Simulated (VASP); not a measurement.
Mg2Sn, 3 atoms in the cell. Symmetry: Fm-3m, No. 225, cubic system. The conventional cell has a = 6.668 Å, b = 6.668 Å, c = 6.668 Å, α = 90.00°, β = 90.00°, γ = 90.00°. Mg (site symmetry -43m) has 4 Sn at 2.89 Å and 6 Mg at 3.33 Å within 3.8 Å. Sn (site symmetry m-3m) has 8 Mg at 2.89 Å within 3.8 Å. 

| Quantity | Value |
| --- | --- |
| Program | VASP 6.6.1 |
| Task | single point |
| Functional | r2SCAN |
| Potentials or basis | VASP PAW PBE potentials, release 64 (Mg, Sn_d) |
| Cutoff | 660 eV |
| k mesh | 6 × 6 × 6 |
| Occupations | gaussian, width 0.05 eV |
| Spin | non-collinear spin, zero start, spin-orbit coupling |
| Starting moments | [[0.0, 0.0, 0.0], [0.0, 0.0, 0.0], [0.0, 0.0, 0.0]] μB |
| Dipole correction | no |
| Further INCAR settings | ALGO = Normal; EDIFF = 1e-06; NBANDS = 31 |

Potentials or basis: VASP PAW PBE potentials, release 64 (Mg, Sn_d).

Launch:

```bash
$ cat potpaw_PBE.64/Mg/POTCAR potpaw_PBE.64/Sn_d/POTCAR > POTCAR
$ cp INCAR.step1 INCAR
$ mpirun -np 1 vasp_ncl > vasp.out
$ cp INCAR.step2 INCAR
$ mpirun -np 1 vasp_ncl > vasp.out
```

Hardware: 1 thread of Intel(R) Xeon(R) Platinum 8488C (Sapphire Rapids) (shared host).

How long does it take, and how much memory?

Wall time 8 min on 1 thread of Intel(R) Xeon(R) Platinum 8488C (Sapphire Rapids), on a shared host, peak memory 0.61 GiB. Counts: k points 16.
